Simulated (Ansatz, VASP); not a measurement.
# One calculation of TiB2, two programs

The input POSCAR:

```
TiB2
1.0
    2.9673622405      0.0000000000      0.0000000000
   -1.4836811203      2.5698110825      0.0000000000
    0.0000000000      0.0000000000      3.1624957934
Ti B
1 2
Direct
    0.0000000000      0.0000000000      0.0000000000
    0.6666666667      0.3333333333      0.5000000000
    0.3333333333      0.6666666667      0.5000000000
```

INCAR.step1

```
PREC = Accurate
ENCUT = 520
ISMEAR = -1
SIGMA = 0.05
LREAL = F
LASPH = T
NELM = 80
NBANDS = 16
GGA = PE
ALGO = Normal
EDIFF = 1E-4
LWAVE = T
LCHARG = F
```

File INCAR.step2:

```
PREC = Accurate
ENCUT = 520
EDIFF = 1E-7
ISMEAR = -1
SIGMA = 0.05
LREAL = F
LASPH = T
NELM = 80
ALGO = Normal
ISIF = 2
LWAVE = F
LCHARG = T
METAGGA = R2SCAN
LMIXTAU = T
LELF = T
LVHAR = T
NBANDS = 16
ISTART = 1
```

The input KPOINTS:

```
Automatic mesh
0
Gamma
  10 10 8
```

The input input.yaml:

```yaml
crystal:
  lattice:
    - [2.9673622405, 0.0, 0.0]
    - [-1.4836811203, 2.5698110825, 0.0]
    - [0.0, 0.0, 3.1624957934]
  atoms:
    - { symbol: Ti, position: [0.0, 0.0, 0.0] }
    - { symbol: B, position: [0.6666666667, 0.3333333333, 0.5] }
    - { symbol: B, position: [0.3333333333, 0.6666666667, 0.5] }
hamiltonian:
  xc: r2scan
  pseudopotentials: { kind: paw }
kpoints:
  mp_grid: { grid: [10, 10, 8] }
scf:
  occupations: { method: fermi_dirac, width: 0.05 }
output:
  forces: true
  stress: true
  eigenvalues: true
  write_density: true
  write_potential: true
  elf: true
  volumetric_format: npy
```

Alike in both runs: task single point; functional r2SCAN; k mesh 10 × 10 × 8; occupations fermi-dirac, width 0.05 eV; no spin polarisation.

|  | VASP | Ansatz |
| --- | --- | --- |
| version | VASP 6.6.1 | Ansatz 0.2.0 |
| potentials or method | VASP PAW PBE potentials, release 64 (Ti_sv, B) | Ansatz PAW |
| plane-wave cutoff (eV) | 520 | 500 |
| valence electrons in the cell | 18 | 18 |

|  | VASP | Ansatz | Ansatz less VASP |
| --- | --- | --- | --- |
| gap on the k mesh at the Fermi level (eV) | none | none | - |
| pressure (GPa) | 17.9 | 16.9 | -1.00 |
| traceless stress, the component that is largest in VASP (GPa) | -2.01 | -2.09 | -0.087 |

VASP's potentials were made for PBE, not for r2SCAN. A gap of «none» marks a metal or a gap that the smearing closes.
